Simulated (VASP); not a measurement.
SrTe: single point with r2SCAN

Crystal: SrTe.

```
Sr Te
1.0
     0.00000    3.35266    3.35266
     3.35266    0.00000    3.35266
     3.35266    3.35266    0.00000
Sr Te
1 1
Direct
  0.00000 0.00000 0.00000
  0.50000 0.50000 0.50000
```

```
Program             : VASP 6.6.1
Task                : single point
Functional          : r2SCAN
Potentials or basis : VASP PAW PBE potentials, release 64 (Sr_sv, Te)
Cutoff              : 550 eV
k mesh              : 6 × 6 × 6
Occupations         : fermi-dirac, width 0.02 eV
Spin                : no spin polarisation
```

The pressure is 0.1 GPa and the band gap on the k mesh is 2.14 eV, indirect (least direct gap 2.89 eV).

Levels at points of the mesh, in eV from the valence-band top:
| k point | band 6 | band 7 | band 8 | band 9 | band 10 | band 11 |
| --- | --- | --- | --- | --- | --- | --- |
| (0.00, 0.00, 0.00) | 0.00 | 0.00 | 0.00 | 3.52 | 3.74 | 3.74 |
| (0.50, 0.00, 0.00) | -2.76 | -1.07 | -1.07 | 4.36 | 5.71 | 5.87 |
| (0.50, 0.50, 0.00) | -1.98 | -0.74 | -0.74 | 2.14 | 4.53 | 5.33 |

Wall time 78 s on 1 thread of Intel Xeon 6975P-C, with other jobs on the host, peak memory 0.22 GiB.

Caveat: the PAW data sets were made with another functional, which shifts forces and pressure a little; spin-orbit coupling is left out, which moves the levels of the heavy elements. A k mesh can miss the band edges.
